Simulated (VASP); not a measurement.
Here is a VASP 6.6.1 calculation.

INCAR

```
ALGO = Fast
EDIFF = 1E-7
ENCUT = 520
GGA = PS
ISIF = 2
ISMEAR = 0
LASPH = T
LCHARG = T
LELF = T
LREAL = F
LVHAR = T
LWAVE = F
NBANDS = 12
NELM = 60
PREC = Accurate
SIGMA = 0.1
```

KPOINTS

```
k-points
0
Gamma
  8 8 8
```

File POSCAR:

```
Cu
1.0
    0.0000000000      1.8075000000      1.8075000000
    1.8075000000      0.0000000000      1.8075000000
    1.8075000000      1.8075000000      0.0000000000
Cu
1
Direct
    0.0000000000      0.0000000000      0.0000000000
```

Potentials or basis: VASP PAW PBE potentials, release 64 (Cu).

Command:

```bash
$ cat potpaw_PBE.64/Cu/POTCAR > POTCAR
$ mpirun -np 1 vasp_std > vasp.out
```

(1) Estimate the pressure.

## Answers

(1) -5.0 GPa.

Caveat: the k points lie up to 0.38 Å⁻¹ apart; the PAW data sets were made with another functional, which shifts forces and pressure a little.
